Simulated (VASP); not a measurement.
# LiCr3 (P6_3/mmc) in VASP: single point with PBE

Aim: the single point of LiCr3 with PBE.

Everything below comes from runs of VASP 6.6.1. Logs are shortened: lines on timing, memory, paths and dates and some standing lists are left out, and cuts for length are marked.

**1. The cell of the first run**

Symmetry: P6_3/mmc, No. 194, hexagonal system. The conventional cell has a = 5.168 Å, b = 5.168 Å, c = 4.148 Å, α = 90.00°, β = 90.00°, γ = 120.00°. Within 3.4 Å of Li (site symmetry -6m2) lie 12 Cr at 2.55 to 2.58 Å. Within 3.4 Å of Cr (site symmetry mm2) lie 4 Li at 2.55 to 2.58 Å and 8 Cr at 2.56 to 2.59 Å.

**2. Single point, PBE, collinear spin, ferromagnetic start**

INCAR reads:

```
ALGO     = Normal         # electronic algorithm
EDIFF    = 1E-6           # SCF threshold, eV
ENCUT    = 520            # plane-wave cutoff, eV
GGA      = PE             # functional
ISIF     = 2              # what is computed and relaxed
ISMEAR   = 0              # smearing method
ISPIN    = 2              # spin polarisation
LASPH    = True           # aspherical terms in the spheres
LCHARG   = False          # write CHGCAR
LMAXMIX  = 4              # l up to which the mixer works
LORBIT   = 11             # projections on sites
LREAL    = False          # projectors in reciprocal space
LWAVE    = False          # write WAVECAR
MAGMOM   = 0 0 3 3 3 3 3 3 # initial moments
NBANDS   = 53             # bands
NELM     = 150            # most SCF steps
PREC     = Accurate       # precision mode
SIGMA    = 0.1            # smearing width, eV
```

KPOINTS reads:

```
k-points
0
Gamma
  6 6 4
```

POSCAR reads:

```
LiCr3
1.0
    5.1677767308      0.0000000000      0.0000000000
   -2.5838883654      4.4754259299      0.0000000000
    0.0000000000      0.0000000000      4.1479381747
Li Cr
2 6
Direct
    0.3333333333      0.6666666667      0.2500000000
    0.6666666667      0.3333333333      0.7500000000
    0.8330000000      0.6660000000      0.2500000000
    0.1670000000      0.8330000000      0.7500000000
    0.3340000000      0.1670000000      0.2500000000
    0.1670000000      0.3340000000      0.7500000000
    0.8330000000      0.1670000000      0.2500000000
    0.6660000000      0.8330000000      0.7500000000
```

Potentials or basis: VASP PAW PBE potentials, release 64 (Li_sv, Cr_pv).

On the command line:

```sh
$ cat potpaw_PBE.64/Li_sv/POTCAR potpaw_PBE.64/Cr_pv/POTCAR > POTCAR
$ mpirun -np 1 vasp_std > vasp.out
```

OUTCAR:

```text
EDIFF = 1E-6
   ENCUT = 520
   GGA = PE
   ISIF = 2
   ISMEAR = 0
   ISPIN = 2
   LASPH = True
   LORBIT = 11
   LREAL = False
   NELM = 150
   PREC = Accurate

 ion  position               nearest neighbor table
   1  0.333  0.667  0.250-   4 2.55   4 2.55   6 2.55   6 2.55   8 2.55   8 2.55   5 2.58   3 2.58
                             7 2.58   7 2.58   5 2.58   3 2.58
   2  0.667  0.333  0.750-   7 2.55   7 2.55   3 2.55   3 2.55   5 2.55   5 2.55   8 2.58   6 2.58
                             4 2.58   4 2.58   8 2.58   6 2.58
   3  0.833  0.666  0.250-   2 2.55   2 2.55   8 2.56   4 2.56   4 2.56   8 2.56   5 2.58   7 2.58
                             1 2.58   1 2.58   7 2.59   5 2.59
   4  0.167  0.833  0.750-   1 2.55   1 2.55   5 2.56   5 2.56   3 2.56   3 2.56   6 2.58   8 2.58
                             2 2.58   2 2.58   6 2.59   8 2.59
   5  0.334  0.167  0.250-   2 2.55   2 2.55   4 2.56   4 2.56   6 2.56   6 2.56   3 2.58   7 2.58
                             1 2.58   1 2.58   3 2.59   7 2.59
   6  0.167  0.334  0.750-   1 2.55   1 2.55   7 2.56   5 2.56   5 2.56   7 2.56   8 2.58   4 2.58
                             2 2.58   2 2.58   4 2.59   8 2.59
   7  0.833  0.167  0.250-   2 2.55   2 2.55   8 2.56   8 2.56   6 2.56   6 2.56   3 2.58   5 2.58
                             1 2.58   1 2.58   3 2.59   5 2.59
   8  0.666  0.833  0.750-   1 2.55   1 2.55   7 2.56   7 2.56   3 2.56   3 2.56   6 2.58   4 2.58
                             2 2.58   2 2.58   6 2.59   4 2.59

  LATTYP: Found a hexagonal cell.
 ALAT       =     5.1677767308
 C/A-ratio  =     0.8026542923

  Lattice vectors:

 A1 = (   5.1677767308,   0.0000000000,   0.0000000000)
 A2 = (  -2.5838883654,   4.4754259299,   0.0000000000)
 A3 = (   0.0000000000,   0.0000000000,   4.1479381747)

Analysis of symmetry for initial positions (statically):
=====================================================================
 Subroutine PRICEL returns:
 Original cell was already a primitive cell.

 Routine SETGRP: Setting up the symmetry group for a
 hexagonal supercell.

 Subroutine GETGRP returns: Found 24 space group operations
 (whereof 12 operations were pure point group operations)
 out of a pool of 24 trial point group operations.

The static configuration has the point symmetry D_3d.
 The point group associated with its full space group is D_6h.

Analysis of symmetry for dynamics (positions and initial velocities):
=====================================================================
 Subroutine PRICEL returns:
 Original cell was already a primitive cell.

 Routine SETGRP: Setting up the symmetry group for a
 hexagonal supercell.

 Subroutine GETGRP returns: Found 24 space group operations
 (whereof 12 operations were pure point group operations)
 out of a pool of 24 trial point group operations.

The dynamic configuration has the point symmetry D_3d.
 The point group associated with its full space group is D_6h.

Analysis of structural, dynamic, and magnetic symmetry:
=====================================================================
 Subroutine PRICEL returns:
 Original cell was already a primitive cell.

 Routine SETGRP: Setting up the symmetry group for a
 hexagonal supercell.

 Subroutine GETGRP returns: Found 24 space group operations
 (whereof 12 operations were pure point group operations)
 out of a pool of 24 trial point group operations.

The overall configuration has the point symmetry D_3d.
 The point group associated with its full space group is D_6h.

 Subroutine INISYM returns: Found 24 space group operations
 (whereof 12 operations are pure point group operations),
 and found     1 'primitive' translations

----------------------------------------------------------------------------------------

                                     Primitive cell

  volume of cell :      95.9335

  direct lattice vectors                    reciprocal lattice vectors
     5.167776731  0.000000000  0.000000000     0.193506812  0.111721210  0.000000000
    -2.583888365  4.475425930  0.000000000     0.000000000  0.223442420  0.000000000
     0.000000000  0.000000000  4.147938175     0.000000000  0.000000000  0.241083632

  length of vectors
     5.167776731  5.167776731  4.147938175     0.223442420  0.223442420  0.241083632

  position of ions in fractional coordinates (direct lattice)
     0.333333333  0.666666667  0.250000000
     0.666666667  0.333333333  0.750000000
     0.833000000  0.666000000  0.250000000
     0.167000000  0.833000000  0.750000000
     0.334000000  0.167000000  0.250000000
     0.167000000  0.334000000  0.750000000
     0.833000000  0.167000000  0.250000000
     0.666000000  0.833000000  0.750000000

  ion indices of the primitive-cell ions
   primitive index   ion index
                 1           1
                 2           2
                 3           3
                 4           4
[... 26 lines left out ...]
 Subroutine IBZKPT returns following result:
 ===========================================

 Found     21 irreducible k-points:

 Following reciprocal coordinates:
            Coordinates               Weight
  0.000000  0.000000  0.000000      1.000000
  0.166667  0.000000  0.000000      6.000000
  0.333333  0.000000  0.000000      6.000000
  0.500000  0.000000  0.000000      3.000000
  0.166667  0.166667  0.000000      6.000000
  0.333333  0.166667  0.000000     12.000000
[... 13 lines left out ...]
  0.333333  0.166667  0.500000     12.000000
  0.333333  0.333333  0.500000      2.000000
   k-points           NKPTS =     21   k-points in BZ     NKDIM =     21   number of bands    NBANDS=     53
   number of dos      NEDOS =    301   number of ions     NIONS =      8
   total plane-waves  NPLWV =  51200
   dimension x,y,z NGX =    40 NGY =   40 NGZ =   32
   dimension x,y,z NGXF=    80 NGYF=   80 NGZF=   64
   ions per type =               2   6
   NGX,Y,Z   is equivalent  to a cutoff of  12.87, 12.87, 12.83 a.u.
   NGXF,Y,Z  is equivalent  to a cutoff of  25.74, 25.74, 25.65 a.u.
 SYSTEM =  unknown system
   PREC   = accura    normal or accurate (medium, high low for compatibility)
   ISTART =      0    job   : 0-new  1-cont  2-samecut
   ICHARG =      2    charge: 1-file 2-atom 10-const
   ISPIN  =      2    spin polarized calculation?
   LNONCOLLINEAR =      F non collinear calculations
   LSORBIT =      F    spin-orbit coupling
   LASPH  =      T    aspherical Exc in radial PAW
   ENCUT  =  520.0 eV  38.22 Ry    6.18 a.u.   9.61  9.61  7.71*2*pi/ulx,y,z
   NELM   =    150;   NELMIN=  2; NELMDL= -5     # of ELM steps
   EDIFF  = 0.1E-05   stopping-criterion for ELM
   LREAL  =      F    real-space projection
   EDIFFG = 0.1E-04   stopping-criterion for IOM
   NSW    =      0    number of steps for IOM
   IBRION =     -1    ionic relax: 0-MD 1-quasi-New 2-CG
   NFREE  =      0    steps in history (QN), initial steepest desc. (CG)
   ISIF   =      2    stress and relaxation
   ISYM   =      2    0-nonsym 1-usesym 2-fastsym
   POTIM  = 0.5000    time-step for ionic-motion
   TEBEG  =    0.0;   TEEND  =   0.0 temperature during run
   PSTRESS=    0.0 pullay stress
   NELECT =      78.0000    total number of electrons
   NUPDOWN=      -1.0000    fix difference up-down
   EMIN   =  10.00;   EMAX   =-10.00  energy-range for DOS
   EFERMI =   0.00;   METHOD = LEGACY
   ISMEAR =     0;   SIGMA  =   0.10  broadening in eV -4-tet -1-fermi 0-gaus
   EFERMI_NEDOS =   21; number of points for ismear=-14 and -15
   IALGO  =     38    algorithm
   IMIX   =      4    mixing-type and parameters
     AMIX     =   0.40;   BMIX     =  1.00
     AMIX_MAG =   1.60;   BMIX_MAG =  1.00
  volume/ion in A,a.u.               =      11.99        80.92
  Fermi-wavevector in a.u.,A,eV,Ry     =   1.527975  2.887454 31.765623  2.334707
  Thomas-Fermi vector in A             =   2.635797
   LORBIT       =     11    0 simple, 1 ext, 2 COOP (PROOUT), +10 PAW based schemes
   GGA     = PE    functional components
   LHFCALC =     F    Hartree Fock is set to
   AEXX    =    0.0000 exact exchange contribution
   IVDW    =     0    specifies the selected vdW correction
   LEPSILON=     F    determine dielectric tensor
   LRPA    =     F    only Hartree local field effects (RPA)
 spin polarized calculation
 Gauss-broadening in eV      SIGMA  =   0.10
  energy-cutoff  :      520.00
  volume of cell :       95.93
 maximum number of plane-waves:      2619
 NGX is ok and might be reduce to    40
   NGX = 19   NGY = 19   NGZ = 15

 number of electron      78.0000000 magnetization      18.0000000

 number of electron      78.0000031 magnetization       0.0003222

 Free energy of the ion-electron system (eV)
  ---------------------------------------------------
  ext. energy  EPLUGINS =         0.00000000
  ---------------------------------------------------
  free energy    TOTEN  =       -56.22466940 eV

  energy without entropy =      -56.17056968  energy(sigma->0) =      -56.19761954

 E-fermi :   8.1112     XC(G=0): -12.2979

 val. band max:        8.1105980448   @ k =   0.1667   0.0000   0.0000
 cond. band min:       8.1136448791   @ k =   0.1667   0.1667   0.5000
 fundamental gap:      0.0030468342
 Fermi energy:         8.1112249634

 spin component 1

 k-point     1 :       0.0000    0.0000    0.0000
  band No.  band energies     occupation
      1     -36.0612      1.00000
      2     -36.0578      1.00000
      3     -35.0948      1.00000
      4     -34.9667      1.00000
      5     -34.9540      1.00000
      6     -34.8969      1.00000
[... 1123 lines left out ...]
     50       9.8051      0.00000
     51      10.1177      0.00000
 Fermi energy:         8.1112249634

 spin component 2

 k-point     1 :       0.0000    0.0000    0.0000
  band No.  band energies     occupation
      1     -36.0612      1.00000
      2     -36.0578      1.00000
      3     -35.0947      1.00000
      4     -34.9666      1.00000
      5     -34.9539      1.00000
      6     -34.8968      1.00000
[... 1123 lines left out ...]
     50       9.8051      0.00000
     51      10.1178      0.00000
 [bands above 51 left out]

------------------------ aborting loop because EDIFF is reached ----------------------------------------

  FORCE on cell =-STRESS in cart. coord.  units (eV):
  Direction    XX          YY          ZZ          XY          YZ          ZX
  --------------------------------------------------------------------------------------
  -------------------------------------------------------------------------------------
  Total       -4.1892506     -4.1892506     -3.0996225     -0.0000000      0.0000000      0.0000000
  in kB      -69.9643059    -69.9643059    -51.7665236     -0.0000000      0.0000000      0.0000000
  external PRESSURE =     -63.8983785 kB  Pullay stress =       0.0000000 kB

 VOLUME and BASIS-vectors are now :
 -----------------------------------------------------------------------------
  energy-cutoff  :      520.00
  volume of cell :       95.93
      direct lattice vectors                 reciprocal lattice vectors
     5.167776731  0.000000000  0.000000000     0.193506812  0.111721210  0.000000000
    -2.583888365  4.475425930  0.000000000     0.000000000  0.223442420  0.000000000
     0.000000000  0.000000000  4.147938175     0.000000000  0.000000000  0.241083632

 POSITION                                       TOTAL-FORCE (eV/Angst)
 -----------------------------------------------------------------------------------
     -0.00000      2.98362      1.03698        -0.000000      0.000000      0.000000
      2.58389      1.49181      3.11095         0.000000     -0.000000      0.000000
      2.58389      2.98063      1.03698         0.000000      1.047083     -0.000000
     -1.28936      3.72803      3.11095        -0.906800      0.523541      0.000000
      1.29453      0.74740      1.03698        -0.906800     -0.523541     -0.000000
      0.00000      1.49479      3.11095         0.000000     -1.047083      0.000000
      3.87325      0.74740      1.03698         0.906800     -0.523541     -0.000000
      1.28936      3.72803      3.11095         0.906800      0.523541      0.000000
 -----------------------------------------------------------------------------------
    total drift:                               -0.000000      0.000000      0.000000

  FREE ENERGIE OF THE ION-ELECTRON SYSTEM (eV)
  ---------------------------------------------------
  free  energy   TOTEN  =       -56.2246694005 eV

  energy  without entropy=      -56.1705696761  energy(sigma->0) =      -56.19761954

 total charge

# of ion       s       p       d       tot
------------------------------------------
    1        2.067   0.134   0.000   2.201
    2        2.067   0.134   0.000   2.201
    3        0.424   6.292   4.159  10.874
    4        0.424   6.292   4.159  10.874
    5        0.424   6.292   4.159  10.874
    6        0.424   6.292   4.159  10.874
    7        0.424   6.292   4.159  10.874
    8        0.424   6.292   4.159  10.874
--------------------------------------------------
tot          6.675  38.022  24.952  69.649

 magnetization (x)

# of ion       s       p       d       tot
------------------------------------------
    1        0.000   0.000   0.000   0.000
    2        0.000   0.000   0.000   0.000
    3       -0.000  -0.000   0.000   0.000
    4       -0.000  -0.000   0.000   0.000
    5       -0.000  -0.000   0.000   0.000
    6       -0.000  -0.000   0.000   0.000
    7       -0.000  -0.000   0.000   0.000
    8       -0.000  -0.000   0.000   0.000
--------------------------------------------------
tot         -0.000  -0.000   0.000   0.000
```

It took 4.7 min on 1 thread of Intel Xeon Platinum 8259CL at 2.50GHz (Skylake/Cascade Lake), shared host; peak memory 0.33 GiB.

What came out:

```
Free energy                                           : -56.2247 eV
Largest force                                         : 1.047 eV/Å
Band gap on the k mesh                                : zero (filled and empty bands overlap)
Net moment                                            : 0.00 μB per cell
Valence electrons inside the program's atomic spheres : Li 2.20; Cr 10.87
```

Forces in eV/Å, atoms in the order of the input:
```
Li   0.000  0.000  0.000
Li   0.000  0.000  0.000
Cr   0.000  1.047  0.000
Cr  -0.907  0.524  0.000
Cr  -0.907 -0.524  0.000
Cr   0.000 -1.047  0.000
Cr   0.907 -0.524  0.000
Cr   0.907  0.524  0.000
```

Caveat: the k points lie up to 0.38 Å⁻¹ apart, too coarse for converged energies and pressures of a metal; the cutoff is under 1.25 times the usual one of these potentials, so pressure, stress and relaxed cells hold a basis-set (Pulay) error; the moments typed at the start vanished in this run; forces of over 1 eV/Å act on the atoms, so gaps and moduli don't describe the material at rest.
